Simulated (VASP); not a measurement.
Set up this calculation in VASP 6.6.1, as the native input.

| Property | Result |
| --- | --- |
| Task | single point |
| Functional | PBEsol |
| Potentials or basis | VASP PAW PBE potentials, release 64 (Al, Au) |
| Cutoff | 500 eV |
| k mesh | 3 × 3 × 3 |
| Occupations | fermi-dirac, width 0.05 eV |
| Spin | no spin polarisation |
| Dipole correction | no |
| Further INCAR settings | ALGO = Normal; EDIFF = 1e-06; NBANDS = 16 |

The structure of Al2Au lies in POSCAR:

```
Al2Au
1.0
    0.0000000000      3.0000000000      3.0000000000
    3.0000000000      0.0000000000      3.0000000000
    3.0000000000      3.0000000000      0.0000000000
Al Au
2 1
Direct
    0.2428557442      0.2519203065      0.2463530688
    0.7929324728      0.7376956470      0.7282040240
    0.0167751471     -0.0051331504     -0.0126496569
```

The input as run:

INCAR

```
PREC = Accurate ; ENCUT = 500
EDIFF = 1E-6 ; ISMEAR = -1
SIGMA = 0.05 ; LREAL = False
LASPH = True ; NELM = 120
ALGO = Normal ; ISIF = 2
LWAVE = False ; LCHARG = False
GGA = PS ; NBANDS = 16
GGA_COMPAT = False
```

KPOINTS

```
Automatic mesh
0
Gamma
  3 3 3
```

Potentials or basis: VASP PAW PBE potentials, release 64 (Al, Au).

Run with:

```sh
$ cat potpaw_PBE.64/Al/POTCAR potpaw_PBE.64/Au/POTCAR > POTCAR
$ mpirun -np 1 vasp_std > vasp.out
```

It gave:

```json
{"Pressure": "-1.4 GPa", "Largest force": "0.045 eV/Å"}
```

Caveat: the k points lie up to 0.60 Å⁻¹ apart; the PAW data sets were made with another functional, which shifts forces and pressure a little.

Run time: 5.4 s on 1 thread of Intel(R) Xeon(R) 6975P-C (Granite Rapids) (shared host), peak memory 0.17 GiB.
